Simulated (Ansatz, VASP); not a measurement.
## Two plane-wave programs on CF2

The input INCAR:

```
ALGO     = Normal         # electronic algorithm
DIPOL    = 0.5 0.5 0.654
EDIFF    = 1E-7           # SCF threshold, eV
ENCUT    = 520            # plane-wave cutoff, eV
GGA      = PE             # functional
IDIPOL   = 3            
ISIF     = 2              # what is computed and relaxed
ISMEAR   = 0              # smearing method
IVDW     = 12             # dispersion correction
LASPH    = T              # aspherical terms in the spheres
LCHARG   = T              # write CHGCAR
LDIPOL   = T            
LELF     = T              # ELF
LREAL    = F              # projectors in reciprocal space
LVACPOTAV= T            
LVHAR    = T            
LWAVE    = F              # write WAVECAR
NBANDS   = 16             # bands
NELM     = 100            # most SCF steps
PREC     = Accurate       # precision mode
SIGMA    = 0.05           # smearing width, eV
```

Contents of KPOINTS:

```
k-points
0
Gamma
  3 2 1
```

POSCAR

```
CF2
1.0
    5.8226178771      0.0000000000      0.0000000000
    0.0000000000      7.6192383024      0.0000000000
    0.0000000000      0.0000000000     28.6709630303
C F
1 2
Direct
    0.8003865864      0.6806898366      0.6461808319
    0.6984485269      0.6361751228      0.6854088560
    0.6903537348      0.8233082622      0.6315119185
```

Input for Ansatz:

```yaml
crystal:
  lattice:
    - [5.8226178771, 0.0, 0.0]
    - [0.0, 7.6192383024, 0.0]
    - [0.0, 0.0, 28.6709630303]
  atoms:
    - { symbol: C, position: [0.8003865864, 0.6806898366, 0.6461808319] }
    - { symbol: F, position: [0.6984485269, 0.6361751228, 0.685408856] }
    - { symbol: F, position: [0.6903537348, 0.8233082622, 0.6315119185] }
basis:
  ecutwfc: 420
kpoints:
  mp_grid: { grid: [3, 2, 1] }
hamiltonian:
  xc: pbe
  dispersion: d3bj
scf:
  occupations: { method: gaussian, width: 0.05 }
output:
  forces: true
  eigenvalues: true
  write_density: true
  volumetric_format: npy
efield:
  axis: 3
  dipole_correction: true
  ramp_width: 0.04
```

Alike in both runs: task single point; functional PBE; dispersion D3(BJ); k mesh 3 × 2 × 1; occupations gaussian, width 0.05 eV; no spin polarisation.

```csv
,VASP,Ansatz
version,VASP 6.6.1,Ansatz 0.2.0
potentials or method,"VASP PAW PBE potentials, release 64 (C, F), cutoff 520 eV","scalar-relativistic, plane waves, PAW"
valence electrons in the cell,18,18
```

```csv
,VASP,Ansatz,Ansatz less VASP
gap on the k mesh at the Fermi level (eV),3.53,3.55,+0.013
rms of the force components (eV/Å),0.233,0.218,-0.0155
```

Atom by atom the forces differ by 0.298 eV/Å (rms over components). One of these differences is far larger than is usual between the two programs; its cause wasn't traced.
